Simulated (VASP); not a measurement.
TiO2:

```
Ti O
1.0
     5.52640    0.00000    0.00000
    -2.76320    4.78600    0.00000
     0.00000    0.00000    6.08247
Ti O
3 6
Direct
  0.46694 0.00000 0.33333
  0.00000 0.46694 0.66667
  0.53306 0.53306 0.00000
  0.58107 0.85143 0.12066
  0.72963 0.14857 0.54600
  0.27037 0.41893 0.78733
  0.85143 0.58107 0.87934
  0.14857 0.72963 0.45400
  0.41893 0.27037 0.21267
```

| Quantity | Value |
| --- | --- |
| Program | VASP 6.6.1 |
| Task | relaxation of the atoms |
| Functional | PBE |
| Potentials or basis | VASP PAW PBE potentials, release 64 (Ti_sv, O) |
| Cutoff | 520 eV |
| k mesh | 5 × 5 × 4 |
| Occupations | fermi-dirac, width 0.05 eV |
| Spin | no spin polarisation |

At the start: pressure 4.5 GPa; volume 17.88 Å³/atom.

Where does the relaxation end?

Over 12 steps the energy falls by 5.5 meV/atom at a fixed cell; space group P3_121 (No. 152, to 0.1 Å) before and after.

Step by step:
```
step  energy change (eV)  largest force (eV/Å)  pressure (GPa)
   1              0.0000                0.3082            4.55
   2             -0.0213                0.2030            3.66
   3             -0.0289                0.3170            2.74
   4             -0.0392                0.0803            1.99
   5             -0.0395                0.0845            1.84
   6             -0.0410                0.0780            1.79
   7             -0.0448                0.0625            1.63
   8             -0.0492                0.0328            1.31
   9             -0.0442                0.0773            0.56
  10             -0.0497                0.0300            1.13
  11             -0.0490                0.0983            1.09
  12             -0.0498                0.0034            1.12
```

Final structure:
```
CELL_PARAMETERS angstrom
5.52640 0.00000 0.00000
-2.76320 4.78600 0.00000
0.00000 0.00000 6.08247
ATOMIC_POSITIONS crystal
Ti 0.46226 0.00000 0.33333
Ti 0.00000 0.46226 0.66667
Ti 0.53774 0.53774 0.00000
O 0.58407 0.86225 0.11457
O 0.72182 0.13775 0.55210
O 0.27818 0.41593 0.78124
O 0.86225 0.58407 0.88543
O 0.13775 0.72182 0.44790
O 0.41593 0.27818 0.21876
```
